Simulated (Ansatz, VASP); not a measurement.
# One calculation of In, two programs

INCAR

```
SYSTEM = In
PREC = Accurate
ENCUT = 520
EDIFF = 1E-6
ISMEAR = 0
SIGMA = 0.15
LREAL = .FALSE.
LASPH = .TRUE.
NELM = 60
ALGO = Fast
ISIF = 2
LWAVE = .FALSE.
LCHARG = .FALSE.
NBANDS = 12
```

KPOINTS

```
regular mesh
0
G
  22 22 22
  0 0 0
```

POSCAR

```
In
1.0
   -1.5752991612      1.5752991612      2.6362466536
    1.5752991612     -1.5752991612      2.6362466536
    1.5752991612      1.5752991612     -2.6362466536
In
1
Direct
    0.0000000000      0.0000000000      0.0000000000
```

Input for Ansatz:

```yaml
crystal:
  lattice:
    - [-1.5752991612, 1.5752991612, 2.6362466536]
    - [1.5752991612, -1.5752991612, 2.6362466536]
    - [1.5752991612, 1.5752991612, -2.6362466536]
  atoms:
    - { symbol: In, position: [0.0, 0.0, 0.0] }
basis:
  ecutwfc: 420
kpoints:
  mp_grid: { grid: [22, 22, 22] }
hamiltonian:
  xc: lda
scf:
  occupations: { method: gaussian, width: 0.15 }
output:
  forces: true
  stress: true
  eigenvalues: true
```

Alike in both runs: task single point; functional LDA; k mesh 22 × 22 × 22; occupations gaussian, width 0.15 eV; no spin polarisation.

```csv
,VASP,Ansatz
version,VASP 6.6.1,Ansatz 0.2.0
potentials or method,"VASP PAW LDA potentials, release 64 (In_d), cutoff 520 eV","scalar-relativistic, plane waves, PAW"
valence electrons in the cell,13,13
```

```csv
,VASP,Ansatz,Ansatz less VASP
gap on the k mesh at the Fermi level (eV),none,none,-
pressure (GPa),-2.5,-2.5,-0.02
"traceless stress, the component that is largest in VASP (GPa)",-0.53,-0.51,+0.016
```

LDA's correlation is that of Perdew and Zunger in VASP and of Perdew and Wang (1992) in Ansatz. A gap of «none» marks a metal or a gap that the smearing closes.
